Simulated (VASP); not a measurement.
# BaTiO3 (Pm-3m) in VASP: further runs, part 3 of 3

VASP 6.6.1. Earlier steps stand in the parts before.

## Step 6: Electric field gradients, LDA (volume scaled by 1.06)

Input file INCAR:

```
SYSTEM = BaTiO3
  PREC = Accurate
  ENCUT = 520
  EDIFF = 1E-8
  ISMEAR = -1
  SIGMA = 0.05
  LREAL = .FALSE.
  LASPH = .TRUE.
  NELM = 100
  ALGO = Normal
  ISIF = 2
  LWAVE = .FALSE.
  LCHARG = .FALSE.
  GGA = CA
  LEFG = .TRUE.
  NBANDS = 28
```

Input file KPOINTS:

```
Automatic mesh
0
G
  8 8 8
  0 0 0
```

Input file POSCAR:

```
BaTiO3
1.0
    4.0858944633      0.0000000000      0.0000000000
    0.0000000000      4.0858944633      0.0000000000
    0.0000000000      0.0000000000      4.0858944633
Ba Ti O
1 1 3
Direct
    0.5000000000      0.5000000000      0.5000000000
    0.0000000000      0.0000000000      0.0000000000
    0.5000000000      0.0000000000      0.0000000000
    0.0000000000      0.5000000000      0.0000000000
    0.0000000000      0.0000000000      0.5000000000
```

Potentials or basis: VASP PAW LDA potentials, release 64 (Ba_sv, Ti_sv, O).

Run with:

```sh
> cat potpaw_LDA.64/Ba_sv/POTCAR potpaw_LDA.64/Ti_sv/POTCAR potpaw_LDA.64/O/POTCAR > POTCAR
> mpirun -np 1 vasp_std > vasp.out
```

OUTCAR:

```text
SYSTEM = BaTiO3
   PREC = Accurate
   ENCUT = 520
   EDIFF = 1E-8
   ISMEAR = -1
   LREAL = .FALSE.
   LASPH = .TRUE.
   NELM = 100
   ISIF = 2
   GGA = CA

 ion  position               nearest neighbor table
   1  0.500  0.500  0.500-   3 2.89   4 2.89   5 2.89   3 2.89   4 2.89   3 2.89   5 2.89   3 2.89
                             4 2.89   5 2.89   4 2.89   5 2.89   2 3.54   2 3.54   2 3.54   2 3.54
   2  0.000  0.000  0.000-   3 2.04   4 2.04   5 2.04   5 2.04   4 2.04   3 2.04   1 3.54   1 3.54
                             1 3.54   1 3.54   1 3.54   1 3.54   1 3.54   1 3.54
   3  0.500  0.000  0.000-   2 2.04   2 2.04   1 2.89   1 2.89   1 2.89   1 2.89
   4  0.000  0.500  0.000-   2 2.04   2 2.04   1 2.89   1 2.89   1 2.89   1 2.89
   5  0.000  0.000  0.500-   2 2.04   2 2.04   1 2.89   1 2.89   1 2.89   1 2.89

  LATTYP: Found a simple cubic cell.
 ALAT       =     4.0858944633

  Lattice vectors:

 A1 = (   4.0858944633,   0.0000000000,   0.0000000000)
 A2 = (   0.0000000000,   4.0858944633,   0.0000000000)
 A3 = (   0.0000000000,   0.0000000000,   4.0858944633)

Analysis of symmetry for initial positions (statically):
=====================================================================
 Subroutine PRICEL returns:
 Original cell was already a primitive cell.

 Routine SETGRP: Setting up the symmetry group for a
 simple cubic supercell.

 Subroutine GETGRP returns: Found 48 space group operations
 (whereof 48 operations were pure point group operations)
 out of a pool of 48 trial point group operations.

The static configuration has the point symmetry O_h .

Analysis of symmetry for dynamics (positions and initial velocities):
=====================================================================
 Subroutine PRICEL returns:
 Original cell was already a primitive cell.
[... 920 lines left out ...]
  Total       -6.5997381     -6.5997381     -6.5997381      0.0000000     -0.0000000     -0.0000000
  in kB     -155.0157577   -155.0157577   -155.0157577      0.0000000     -0.0000000     -0.0000000
  external PRESSURE =    -155.0157577 kB  Pullay stress =       0.0000000 kB

 VOLUME and BASIS-vectors are now :
 -----------------------------------------------------------------------------
  energy-cutoff  :      520.00
  volume of cell :       68.21
      direct lattice vectors                 reciprocal lattice vectors
     4.085894463  0.000000000  0.000000000     0.244744452  0.000000000  0.000000000
     0.000000000  4.085894463  0.000000000     0.000000000  0.244744452  0.000000000
     0.000000000  0.000000000  4.085894463     0.000000000  0.000000000  0.244744452

 POSITION                                       TOTAL-FORCE (eV/Angst)
 -----------------------------------------------------------------------------------
      2.04295      2.04295      2.04295         0.000000      0.000000      0.000000
      0.00000      0.00000      0.00000         0.000000      0.000000      0.000000
      2.04295      0.00000      0.00000         0.000000      0.000000      0.000000
      0.00000      2.04295      0.00000         0.000000      0.000000      0.000000
      0.00000      0.00000      2.04295         0.000000      0.000000      0.000000
 -----------------------------------------------------------------------------------
    total drift:                                0.000000     -0.000000      0.000000

  FREE ENERGIE OF THE ION-ELECTRON SYSTEM (eV)
  ---------------------------------------------------
  free  energy   TOTEN  =       -43.8170822248 eV

  energy  without entropy=      -43.8170822070  energy(sigma->0) =      -43.81708222

 Electric field gradients (V/A^2)
---------------------------------------------------------------------
 ion       V_xx      V_yy      V_zz      V_xy      V_xz      V_yz
---------------------------------------------------------------------
   1       0.000    -0.000     0.000     0.000     0.000    -0.000
   2       0.000     0.000     0.000     0.000     0.000     0.000
   3      26.680   -13.340   -13.340     0.000     0.000    -0.000
   4     -13.340    26.680   -13.340    -0.000     0.000    -0.000
   5     -13.340   -13.340    26.680     0.000    -0.000    -0.000
---------------------------------------------------------------------

 Electric field gradients after diagonalization (V/A^2)
 (convention: |V_zz| > |V_xx| > |V_yy|)
----------------------------------------------------------------------
 ion       V_xx      V_yy      V_zz     asymmetry (V_yy - V_xx)/ V_zz
----------------------------------------------------------------------
   1      -0.000     0.000     0.000       1.212
   2       0.000     0.000     0.000      -0.144
   3     -13.340   -13.340    26.680       0.000
   4     -13.340   -13.340    26.680       0.000
   5     -13.340   -13.340    26.680       0.000
----------------------------------------------------------------------

           NMR quadrupolar parameters

 Cq : quadrupolar parameter    Cq=e*Q*V_zz/h
 eta: asymmetry parameters     (V_yy - V_xx)/ V_zz
 Q  : nuclear electric quadrupole moment in mb (millibarn)
----------------------------------------------------------------------
 ion       Cq(MHz)       eta       Q (mb)
----------------------------------------------------------------------
   1       0.000       1.212       1.000
   2       0.000      -0.144       1.000
   3       0.065       0.000       1.000
   4       0.065       0.000       1.000
   5       0.065       0.000       1.000
----------------------------------------------------------------------
```

Wall time 71 s (1 thread of Intel Xeon 6975P-C, shared host); peak memory 0.2 GiB.

Results:

```yaml
Free_energy: -43.8171 eV
Pressure: -15.5 GPa
Band_gap_on_the_k_mesh: 1.54 eV, indirect (least direct gap 1.73 eV)
```

Levels at points of the mesh, in eV from the valence-band top:
```
           k point  band 18  band 19  band 20  band 21  band 22  band 23
(0.00, 0.00, 0.00)    -0.19    -0.19    -0.19     1.54     1.54     1.54
(0.50, 0.00, 0.00)    -1.78    -0.72    -0.72     1.68     3.16     3.16
(0.50, 0.50, 0.00)    -0.90    -0.90    -0.08     3.16     3.16     3.55
(0.50, 0.50, 0.50)     0.00     0.00     0.00     3.77     3.77     3.77
```

Electric field gradients, principal values (V/Å²):
| atom | least | middle | greatest (by size) |
| --- | --- | --- | --- |
| 1 Ba | 0.000 | 0.000 | 0.000 |
| 2 Ti | 0.000 | 0.000 | 0.000 |
| 3 O | -13.340 | -13.340 | 26.680 |
| 4 O | -13.340 | -13.340 | 26.680 |
| 5 O | -13.340 | -13.340 | 26.680 |

Caveat: without QUAD_EFG the Cq values of the log hold for a quadrupole moment of 1 mb, not for the nuclei; spin-orbit coupling is left out, which moves the levels of the heavy elements.

## Step 7: The runs side by side

```csv
cell,gap on the mesh (eV),pressure (GPa)
"a = 3.953 Å, 5 atoms",1.73,-0.3
"a = 3.994 Å, 5 atoms",1.67,-5.8
"a = 4.034 Å, 5 atoms",1.61,-10.4
"a = 4.086 Å, 5 atoms",1.54,-15.5
```

Alike in all rows: task electric field gradients; level LDA; potentials or basis VASP PAW LDA potentials, release 64 (Ba_sv, Ti_sv, O); no spin polarisation; k mesh 8 × 8 × 8; cutoff (eV) 520; smearing fermi-dirac 0.05 eV.

Caveats: spin-orbit coupling is left out, which moves the levels of the heavy elements.

Total energies depend on the potentials used, so only differences within one code and one set of settings carry meaning.
